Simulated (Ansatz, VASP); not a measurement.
One calculation of PbS, two programs

```xyz
2
Lattice="-2.1245 2.1245 3.0054 2.1245 -2.1245 3.0054 2.1245 2.1245 -3.0054" Properties=species:S:1:pos:R:3 pbc="T T T"
Pb    0.0000    0.0000    1.5166
S     0.0000    0.0000    4.4943
```

Alike in both runs: functional PBE; k mesh 12 × 12 × 12; occupations gaussian, width 0.02 eV; no spin polarisation.

Ansatz relaxed the structure, and its values are those at the end. VASP's run is a single point on that final structure, the one shown.

|  | VASP | Ansatz |
| --- | --- | --- |
| version | VASP 6.6.1 | Ansatz 0.2.0 |
| potentials or method | VASP PAW PBE potentials, release 64 (Pb_d, S), cutoff 520 eV | scalar-relativistic, plane waves, PAW |
| valence electrons in the cell | 20 | 20 |

Ansatz gave:

- gap on the k mesh at the Fermi level (eV): 0.50
- least direct gap on the mesh (eV): 0.50
- pressure (GPa): 0.0
- rms of the force components (eV/Å): 0.003

Q: Estimate VASP's values.

A: gap on the k mesh at the Fermi level (eV): 0.51; least direct gap on the mesh (eV): 0.51; pressure (GPa): -0.1; rms of the force components (eV/Å): 0.003.

Neither program's run includes spin-orbit coupling.
